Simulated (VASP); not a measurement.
# Mg8Se3S5 (P1) in VASP: further runs, part 2 of 2

VASP 6.6.1.

### Step 3. Single point, PBEsol

File INCAR:

```
SYSTEM = Mg8Se3S5
PREC = Accurate
ENCUT = 500
EDIFF = 1E-6
ISMEAR = -1
SIGMA = 0.05
LREAL = Auto
LASPH = .TRUE.
NELM = 120
ALGO = Normal
ISIF = 2
LWAVE = .FALSE.
LCHARG = .TRUE.
GGA = PS
LELF = .TRUE.
LVHAR = .TRUE.
NBANDS = 166
ISYM = -1
GGA_COMPAT = .FALSE.
```

File KPOINTS:

```
explicit points
1
Reciprocal
  0.25000000   0.25000000   0.25000000 1
```

File POSCAR:

```
Mg8Se3S5
1.0
   10.5733669002      0.0000000000      0.0000000000
    0.0000000000     10.5733669002      0.0000000000
    0.0000000000      0.0000000000     10.5733669002
S Se Mg
20 12 32
Direct
    0.2490570000      0.9999810000      0.0026840000
    0.2498060000      0.9994720000      0.4973100000
    0.2489500000      0.5000600000      0.0026930000
    0.2495710000      0.5012810000      0.4971410000
    0.7499460000      0.9984500000      0.4980510000
    0.7500300000      0.5022590000      0.4979390000
    0.0015110000      0.2490970000      0.0028670000
    0.9999430000      0.2493830000      0.4973910000
    0.0007210000      0.7510120000      0.0018740000
    0.9992890000      0.7511790000      0.4981760000
    0.5003930000      0.7510770000      0.4980220000
    0.0003880000      0.9999080000      0.2508340000
    0.4986140000      0.9991910000      0.2517440000
    0.4996410000      0.9981110000      0.7477310000
    0.4989290000      0.5007600000      0.2515270000
    0.2490620000      0.2491970000      0.2503460000
    0.2496650000      0.7509520000      0.2507530000
    0.7506200000      0.2489400000      0.2516780000
    0.7495190000      0.7509570000      0.2522680000
    0.7499170000      0.7511060000      0.7467930000
    0.7499620000      0.9994630000      0.0010550000
    0.7502200000      0.5006630000      0.0005740000
    0.4987930000      0.2494730000      0.0019940000
    0.4998340000      0.2499800000      0.4983570000
    0.4993840000      0.7506190000      0.0010460000
    0.9997510000      0.9994700000      0.7492740000
    0.9998590000      0.5000930000      0.2502560000
    0.9998350000      0.5006430000      0.7492160000
    0.4998700000      0.5011420000      0.7486020000
    0.2494730000      0.2495980000      0.7502860000
    0.2496810000      0.7506940000      0.7494490000
    0.7506100000      0.2497140000      0.7485300000
    0.0061500000      0.9997600000      0.0055700000
    0.0014790000      0.9990300000      0.4946740000
    0.0063820000      0.5002250000      0.0015510000
    0.0013130000      0.5015710000      0.4978600000
    0.4926870000      0.9990750000      0.0028630000
    0.4982260000      0.9952650000      0.4974100000
    0.4925820000      0.5010320000      0.0057380000
    0.4978090000      0.5059270000      0.4948200000
    0.2424710000      0.2499050000      0.0081450000
    0.2430880000      0.2502730000      0.4925700000
    0.2432370000      0.7499220000      0.0068410000
    0.2469330000      0.7503880000      0.4935350000
    0.7585290000      0.2500830000      0.0074080000
    0.7565560000      0.2505530000      0.4936540000
    0.7569890000      0.7500270000      0.0027510000
    0.7525350000      0.7505000000      0.4970180000
    0.2518090000      0.9997980000      0.2514020000
    0.2552190000      0.9992490000      0.7481970000
    0.2548410000      0.5001730000      0.2513700000
    0.2517960000      0.5010470000      0.7479830000
    0.7467280000      0.9988380000      0.2559710000
    0.7440280000      0.9950400000      0.7425410000
    0.7438400000      0.5015960000      0.2558270000
    0.7478860000      0.5058900000      0.7422370000
    0.9996470000      0.2445450000      0.2504020000
    0.9991000000      0.2480870000      0.7500750000
    0.9983620000      0.7554640000      0.2512450000
    0.9942520000      0.7519140000      0.7485530000
    0.5004070000      0.2472510000      0.2509420000
    0.5011590000      0.2435460000      0.7493150000
    0.5010160000      0.7525290000      0.2547530000
    0.5053280000      0.7550910000      0.7440950000
```

Potentials or basis: VASP PAW PBE potentials, release 64 (S, Se, Mg).

On the command line:

```
cat potpaw_PBE.64/S/POTCAR potpaw_PBE.64/Se/POTCAR potpaw_PBE.64/Mg/POTCAR > POTCAR
mpirun -np 1 vasp_std > vasp.out
```

OUTCAR:

```text
SYSTEM = Mg8Se3S5
   PREC = Accurate
   ENCUT = 500
   EDIFF = 1E-6
   ISMEAR = -1
   LREAL = Auto
   LASPH = .TRUE.
   NELM = 120
   ISIF = 2
   GGA = PS
   ISYM = -1

 ion  position               nearest neighbor table
   1  0.249  1.000  0.003-  33 2.57  37 2.58  49 2.63  41 2.64  43 2.65  50 2.69
   2  0.250  0.999  0.497-  49 2.60  34 2.63  38 2.63  44 2.63  42 2.65  50 2.65
   3  0.249  0.500  0.003-  35 2.56  39 2.58  51 2.63  43 2.64  41 2.65  52 2.69
   4  0.250  0.501  0.497-  51 2.60  36 2.62  40 2.63  44 2.63  52 2.65  42 2.66
   5  0.750  0.998  0.498-  53 2.56  54 2.59  48 2.62  34 2.66  38 2.66  46 2.67
   6  0.750  0.502  0.498-  55 2.56  56 2.58  48 2.62  36 2.66  46 2.66  40 2.67
[... 52 lines left out ...]
  52  0.252  0.501  0.748-  29 2.62  31 2.64   4 2.65  30 2.66  28 2.66   3 2.69
  53  0.747  0.999  0.256-   5 2.56  19 2.62  13 2.62  18 2.65  12 2.68  21 2.70
  54  0.744  0.995  0.743-  20 2.58  14 2.58   5 2.59  32 2.69  26 2.71  21 2.73  64 3.58
  55  0.744  0.502  0.256-   6 2.56  15 2.59  19 2.64  18 2.67  22 2.70  27 2.71  40 3.63
  56  0.748  0.506  0.742-   6 2.58  20 2.59  29 2.62  28 2.67  32 2.71  22 2.73
  57  1.000  0.245  0.250-  12 2.59   8 2.61   7 2.62  18 2.63  16 2.64  27 2.70  45 3.62  41 3.63
                            42 3.63  46 3.64
  58  0.999  0.248  0.750-  32 2.63  26 2.63  30 2.65  28 2.67   8 2.67   7 2.67
[... 382 lines left out ...]
    139       7.8382      0.00000
    140       7.8540      0.00000
 [bands above 140 left out]

------------------------ aborting loop because EDIFF is reached ----------------------------------------

  FORCE on cell =-STRESS in cart. coord.  units (eV):
  Direction    XX          YY          ZZ          XY          YZ          ZX
  --------------------------------------------------------------------------------------
  -------------------------------------------------------------------------------------
  Total       -1.0117310     -0.6789204     -1.2178318     -3.1293714     -3.1162361     -3.1360270
  in kB       -1.3713102     -0.9202155     -1.6506614     -4.2415812     -4.2237775     -4.2506023
  external PRESSURE =      -1.3140624 kB  Pullay stress =       0.0000000 kB

 VOLUME and BASIS-vectors are now :
 -----------------------------------------------------------------------------
  energy-cutoff  :      500.00
  volume of cell :     1182.06
      direct lattice vectors                 reciprocal lattice vectors
    10.573366900  0.000000000  0.000000000     0.094577253  0.000000000  0.000000000
     0.000000000 10.573366900  0.000000000     0.000000000  0.094577253  0.000000000
     0.000000000  0.000000000 10.573366900     0.000000000  0.000000000  0.094577253

 POSITION                                       TOTAL-FORCE (eV/Angst)
 -----------------------------------------------------------------------------------
      2.63337     10.57317      0.02838        -0.009055      0.001005      0.007852
      2.64129     10.56778      5.25824        -0.007548     -0.001953      0.001393
      2.63224      5.28732      0.02847        -0.008039     -0.000217      0.002925
      2.63881      5.30023      5.25645        -0.005561     -0.000392      0.006429
      7.92945     10.55698      5.26608         0.000163      0.008566     -0.004672
      7.93034      5.31057      5.26489        -0.001223     -0.005097     -0.003258
[... 56 lines left out ...]
      5.29743      7.95677      2.69360        -0.002467     -0.002328      0.006408
      5.34302      7.98385      7.86759         0.011379      0.006135     -0.008238
 -----------------------------------------------------------------------------------
    total drift:                                0.016885     -0.012637      0.008809

  FREE ENERGIE OF THE ION-ELECTRON SYSTEM (eV)
  ---------------------------------------------------
  free  energy   TOTEN  =      -277.9747540734 eV

  energy  without entropy=     -277.9747540733  energy(sigma->0) =     -277.97475407
```

stdout:

```text
POSCAR found type information on POSCAR S SeMg
 POSCAR found :  3 types and      64 ions
 scaLAPACK will be used
 -----------------------------------------------------------------------------
|                                                                             |
|                                                                             |
|     You enforced a specific xc type in the INCAR file but a different       |
|     I HOPE YOU KNOW WHAT YOU ARE DOING!                                     |
|                                                                             |
 -----------------------------------------------------------------------------

 LDA part: xc-table for (Slater+PW92), standard interpolation
 POSCAR, INCAR and KPOINTS ok, starting setup
 FFT: planning ... GRIDC
 FFT: planning ... GRID_SOFT
 FFT: planning ... GRID
 WAVECAR not read
 entering main loop
```

Run time: 5.5 min. Hardware: 1 thread of AMD EPYC 9R45 (Zen 5), shared host; peak memory 0.97 GiB.

What came out:

```yaml
Free_energy: -277.9748 eV
Pressure: -0.1 GPa
Largest_force: 0.017 eV/Å
Band_gap_on_the_k_mesh: 2.94 eV
```

Forces on the atoms (eV/Å):
```
S   -0.009  0.001  0.008
S   -0.008 -0.002  0.001
S   -0.008  0.000  0.003
S   -0.006  0.000  0.006
S    0.000  0.009 -0.005
S   -0.001 -0.005 -0.003
S    0.000 -0.010  0.001
S    0.008 -0.008  0.005
S   -0.010 -0.001  0.002
S    0.002 -0.003 -0.008
S   -0.001  0.002 -0.003
S    0.004 -0.003  0.003
S    0.006 -0.001 -0.001
S   -0.003  0.011  0.004
S   -0.002  0.010  0.001
S   -0.001 -0.010  0.006
S    0.000  0.003  0.008
S   -0.002  0.003 -0.004
S    0.010  0.011 -0.009
S    0.005 -0.002 -0.004
Se   0.006 -0.001 -0.005
Se  -0.003 -0.010  0.011
Se  -0.003 -0.002 -0.010
Se  -0.001 -0.006  0.008
Se  -0.001  0.001 -0.003
Se   0.013  0.009  0.005
Se   0.003  0.002  0.001
Se   0.007 -0.004 -0.001
Se  -0.009 -0.001  0.006
Se  -0.007  0.002 -0.008
Se  -0.005 -0.005 -0.004
Se   0.004 -0.001  0.006
Mg   0.005  0.003  0.001
Mg  -0.006  0.001 -0.001
Mg   0.005  0.002  0.003
Mg   0.002  0.007  0.007
Mg  -0.008  0.004 -0.002
Mg  -0.003 -0.009  0.005
Mg  -0.005 -0.006  0.003
Mg   0.006  0.006 -0.008
Mg   0.009  0.008 -0.004
Mg   0.002  0.004  0.000
Mg   0.003  0.000  0.005
Mg  -0.004 -0.004 -0.001
Mg   0.002  0.008 -0.002
Mg   0.007 -0.002  0.002
Mg   0.006 -0.001  0.012
Mg   0.001 -0.006  0.007
Mg   0.006  0.001 -0.004
Mg   0.013 -0.002 -0.007
Mg   0.005  0.004 -0.004
Mg   0.008  0.002 -0.004
Mg  -0.001  0.001  0.000
Mg  -0.007 -0.007 -0.005
Mg  -0.009 -0.004  0.000
Mg  -0.011  0.010 -0.009
Mg  -0.002 -0.005 -0.003
Mg  -0.010 -0.003  0.000
Mg  -0.002  0.001 -0.005
Mg  -0.010  0.000  0.001
Mg  -0.005 -0.003 -0.001
Mg   0.005 -0.002 -0.001
Mg  -0.002 -0.002  0.006
Mg   0.011  0.006 -0.008
```

Levels at points of the mesh, in eV from the valence-band top:
| k point | band 124 | band 125 | band 126 | band 127 | band 128 | band 129 | band 130 | band 131 | band 132 | band 133 |
| --- | --- | --- | --- | --- | --- | --- | --- | --- | --- | --- |
| (0.25, 0.25, 0.25) | -0.32 | -0.28 | -0.22 | -0.06 | 0.00 | 2.94 | 2.96 | 2.98 | 4.01 | 4.05 |

Caveat: the PAW data sets were made with another functional, which shifts forces and pressure a little; a shifted mesh leaves out Γ, where band edges can lie.

### Step 4. Relaxation of volume and atoms at fixed shape, PBEsol

File INCAR:

```
SYSTEM = Mg8Se3S5
PREC = Accurate
ENCUT = 500
EDIFF = 1E-7
ISMEAR = -1
SIGMA = 0.05
LREAL = Auto
LASPH = .TRUE.
NELM = 120
ALGO = Normal
ISIF = 8
LWAVE = .FALSE.
LCHARG = .FALSE.
GGA = PS
IBRION = 2
NSW = 100
EDIFFG = -0.03
ISYM = -1
GGA_COMPAT = .FALSE.
NELMIN = 4
```

KPOINTS is that of step 3.

File POSCAR:

```
Mg8Se3S5
1.0
   10.5674640000      0.0000000000      0.0000000000
    0.0000000000     10.5674640000      0.0000000000
    0.0000000000      0.0000000000     10.5674640000
S Se Mg
20 12 32
Direct
    0.2523490000      0.0021230000      0.9981570000
    0.2486580000      0.0014920000      0.5011690000
    0.2528420000      0.5005760000      0.0007510000
    0.2461540000      0.5026080000      0.4994940000
    0.7476320000      0.9992870000      0.5015780000
    0.7531910000      0.4985950000      0.5012420000
    0.9993830000      0.2487190000      0.9993870000
    0.0039460000      0.2512540000      0.4996280000
    0.0002670000      0.7513420000      0.9964440000
    0.9983860000      0.7511190000      0.4998250000
    0.4973410000      0.7446890000      0.5007880000
    0.0001940000      0.9996130000      0.2500660000
    0.5014070000      0.9989390000      0.2497500000
    0.5028620000      0.9996700000      0.7482410000
    0.5016530000      0.4982040000      0.2508270000
    0.2527860000      0.2510390000      0.2466310000
    0.2498560000      0.7528510000      0.2492700000
    0.7465620000      0.2510040000      0.2502280000
    0.7481400000      0.7488380000      0.2516860000
    0.7498950000      0.7503820000      0.7531720000
    0.7493740000      0.0004650000      0.9986510000
    0.7502250000      0.5014770000      0.9986630000
    0.5023420000      0.2482790000      0.0020920000
    0.5013380000      0.2493660000      0.4991550000
    0.4997090000      0.7497300000      0.0012120000
    0.0036410000      0.0005730000      0.7484630000
    0.9971870000      0.4985930000      0.2508090000
    0.9964800000      0.4999360000      0.7489430000
    0.4973530000      0.5050260000      0.7474650000
    0.2492800000      0.2503540000      0.7505750000
    0.2528260000      0.7477140000      0.7524160000
    0.7514040000      0.2491890000      0.7486220000
    0.9996930000      0.9992390000      0.0000750000
    0.0023400000      0.9982790000      0.4984630000
    0.9964810000      0.4994240000      0.9973150000
    0.9988140000      0.4993020000      0.4980980000
    0.4997940000      0.9976390000      0.0001780000
    0.4986840000      0.0025120000      0.5017320000
    0.5010700000      0.5018930000      0.9988880000
    0.4955460000      0.5025350000      0.4993560000
    0.2445980000      0.2480650000      0.0006340000
    0.2477020000      0.2491810000      0.4979690000
    0.2485960000      0.7500640000      0.0001670000
    0.2500980000      0.7511970000      0.4995880000
    0.7478870000      0.2479520000      0.0035400000
    0.7471670000      0.2508450000      0.5008300000
    0.7493040000      0.7503640000      0.9997330000
    0.7479820000      0.7501430000      0.5024360000
    0.2452070000      0.0047980000      0.2518170000
    0.2501210000      0.0001230000      0.7494540000
    0.2527210000      0.4996740000      0.2532190000
    0.2483300000      0.5011310000      0.7494750000
    0.7508930000      0.9982080000      0.2494710000
    0.7529790000      0.0019860000      0.7464540000
    0.7529550000      0.5022380000      0.2487640000
    0.7484230000      0.4992990000      0.7510170000
    0.0001040000      0.2449180000      0.2489810000
    0.0016440000      0.2491350000      0.7506490000
    0.9974870000      0.7497440000      0.2483420000
    0.0001030000      0.7519360000      0.7480100000
    0.5018760000      0.2511850000      0.2520730000
    0.4987240000      0.2509180000      0.7523560000
    0.5012360000      0.7481760000      0.2477350000
    0.5020040000      0.7523700000      0.7515540000
```

On the command line:

```
cat potpaw_PBE.64/S/POTCAR potpaw_PBE.64/Se/POTCAR potpaw_PBE.64/Mg/POTCAR > POTCAR
mpirun -np 1 vasp_std > vasp.out
```

It took 39 min on 1 thread of AMD EPYC 9R45 (Zen 5), shared host; peak memory 1.1 GiB.

The run converged. Its results:

- Free energy: -277.9742 eV
- Relaxed volume: 18.42 Å³/atom
- Relaxed cell: a = 10.564 Å, b = 10.564 Å, c = 10.564 Å, α = 90.00°, β = 90.00°, γ = 90.00°
- Space group after relaxing (to 0.1 Å): P1 (No. 1)
- Energy gained by relaxing: 11.8 meV/atom
- Ionic steps: 10
- Pressure after relaxing: 0.1 GPa
- Largest force after relaxing: 0.026 eV/Å
- Band gap on the k mesh: 2.95 eV

Forces on the atoms (eV/Å):
```
S   -0.008  0.004 -0.002
S    0.003 -0.002  0.003
S   -0.006  0.000  0.000
S    0.005 -0.002  0.001
S    0.006  0.003 -0.003
S    0.006  0.002 -0.008
S    0.009 -0.001  0.003
S   -0.007  0.005  0.005
S    0.001  0.003  0.003
S    0.004  0.002  0.007
S   -0.003  0.007 -0.008
S   -0.005  0.008  0.002
S   -0.003  0.003  0.006
S   -0.011 -0.008 -0.001
S    0.000 -0.003  0.004
S    0.003 -0.002  0.005
S   -0.001 -0.004  0.002
S    0.001 -0.004  0.006
S    0.002  0.002 -0.005
S    0.001  0.000 -0.004
Se  -0.003  0.009 -0.008
Se  -0.001  0.004 -0.010
Se   0.009 -0.002 -0.006
Se  -0.004  0.006 -0.007
Se   0.006 -0.004 -0.012
Se  -0.010  0.003  0.008
Se  -0.004  0.003  0.005
Se   0.001 -0.001  0.018
Se   0.001 -0.008  0.005
Se  -0.009 -0.007  0.007
Se  -0.005 -0.009 -0.002
Se  -0.002 -0.004  0.003
Mg   0.003  0.010 -0.001
Mg  -0.008  0.004  0.018
Mg   0.003 -0.002  0.011
Mg   0.003  0.005 -0.005
Mg  -0.007  0.000 -0.002
Mg   0.003  0.000 -0.001
Mg  -0.003  0.013  0.000
Mg   0.016 -0.004  0.012
Mg   0.006 -0.001  0.009
Mg   0.021 -0.002 -0.001
Mg   0.016 -0.001 -0.006
Mg   0.008 -0.005  0.007
Mg   0.015 -0.002 -0.015
Mg  -0.003  0.000  0.002
Mg  -0.005 -0.002 -0.002
Mg   0.004  0.003 -0.003
Mg   0.000 -0.003 -0.006
Mg  -0.019 -0.003 -0.003
Mg  -0.021 -0.013 -0.007
Mg   0.018  0.009 -0.009
Mg   0.001  0.008  0.002
Mg  -0.004  0.002 -0.002
Mg  -0.006 -0.001 -0.003
Mg   0.003  0.004 -0.009
Mg   0.004  0.017 -0.003
Mg  -0.002 -0.011  0.008
Mg   0.004 -0.005  0.005
Mg  -0.009  0.002  0.009
Mg  -0.015  0.002  0.001
Mg   0.005 -0.007 -0.010
Mg  -0.002  0.000 -0.009
Mg  -0.005 -0.019 -0.002
```

Stress tensor (GPa, compression positive):
```
 0.06 -0.43 -0.43
-0.43  0.10 -0.43
-0.43 -0.43  0.03
```

The path:
| step | energy change (eV) | largest force (eV/Å) | pressure (GPa) | volume (Å³) |
| --- | --- | --- | --- | --- |
| 1 | 0.0000 | 0.7764 | 0.12 | 1180.08 |
| 2 | -0.3715 | 0.4888 | -0.13 | 1182.35 |
| 3 | -0.6340 | 0.3115 | -0.42 | 1186.37 |
| 4 | -0.7098 | 0.2241 | 0.25 | 1175.57 |
| 5 | -0.7162 | 0.1887 | 0.52 | 1171.40 |
| 6 | -0.7494 | 0.0608 | 0.00 | 1179.84 |
| 7 | -0.7494 | 0.0612 | 0.00 | 1179.91 |
| 8 | -0.7535 | 0.0406 | -0.03 | 1180.32 |
| 9 | -0.7555 | 0.0372 | -0.06 | 1180.85 |
| 10 | -0.7569 | 0.0257 | 0.06 | 1178.88 |

Final structure:
```
CELL_PARAMETERS angstrom
10.56387 0.00000 0.00000
0.00000 10.56387 0.00000
0.00000 0.00000 10.56387
ATOMIC_POSITIONS crystal
S 0.24923 0.00003 0.00279
S 0.24974 0.99946 0.49725
S 0.24877 0.50019 0.00274
S 0.24912 0.50144 0.49717
S 0.74989 0.99839 0.49810
S 0.74964 0.50186 0.49825
S 0.00115 0.24875 0.00255
S 0.99989 0.24891 0.49708
S 0.00048 0.75070 0.00158
S 0.99888 0.75087 0.49767
S 0.50039 0.75105 0.49834
S 0.00073 0.99943 0.25049
S 0.49913 0.99911 0.25174
S 0.50036 0.99887 0.74804
S 0.49903 0.50105 0.25153
S 0.24909 0.24915 0.25021
S 0.24976 0.75125 0.25092
S 0.75056 0.24892 0.25172
S 0.74967 0.75091 0.25250
S 0.75020 0.75111 0.74714
Se 0.75027 0.99924 0.00112
Se 0.75003 0.50042 0.00111
Se 0.49835 0.24945 0.00211
Se 0.49969 0.24980 0.49868
Se 0.49914 0.75064 0.00136
Se 0.00065 0.99957 0.74887
Se 0.00013 0.49979 0.25004
Se 0.99966 0.50068 0.74874
Se 0.49953 0.50174 0.74861
Se 0.24948 0.24994 0.74989
Se 0.24987 0.75099 0.74942
Se 0.75071 0.24984 0.74885
Mg 0.00636 0.99942 0.00513
Mg 0.00148 0.99865 0.49401
Mg 0.00620 0.49996 0.00116
Mg 0.00082 0.50130 0.49768
Mg 0.49290 0.99907 0.00298
Mg 0.49809 0.99512 0.49761
Mg 0.49242 0.50077 0.00567
Mg 0.49709 0.50596 0.49454
Mg 0.24210 0.25021 0.00770
Mg 0.24258 0.25054 0.49231
Mg 0.24287 0.75013 0.00706
Mg 0.24624 0.75049 0.49348
Mg 0.75797 0.25005 0.00780
Mg 0.75651 0.25020 0.49387
Mg 0.75693 0.74984 0.00351
Mg 0.75219 0.75005 0.49750
Mg 0.25238 0.00020 0.25143
Mg 0.25657 0.99954 0.74812
Mg 0.25540 0.50081 0.25145
Mg 0.25145 0.50129 0.74825
Mg 0.74699 0.99852 0.25596
Mg 0.74485 0.99501 0.74256
Mg 0.74409 0.50144 0.25624
Mg 0.74737 0.50602 0.74263
Mg 0.99958 0.24382 0.24999
Mg 0.99898 0.24817 0.74959
Mg 0.99823 0.75517 0.25066
Mg 0.99451 0.75202 0.74789
Mg 0.50063 0.24711 0.25120
Mg 0.50128 0.24446 0.74960
Mg 0.50108 0.75255 0.25522
Mg 0.50586 0.75610 0.74435
```

Levels at points of the mesh, in eV from the valence-band top:
```csv
k point,band 125,band 126,band 127,band 128,band 129,band 130,band 131,band 132
"(0.25, 0.25, 0.25)",-0.29,-0.22,-0.06,0.00,2.95,2.97,2.98,4.02
```

Caveat: the PAW data sets were made with another functional, which shifts forces and pressure a little; a shifted mesh leaves out Γ, where band edges can lie. A k mesh can miss the band edges.
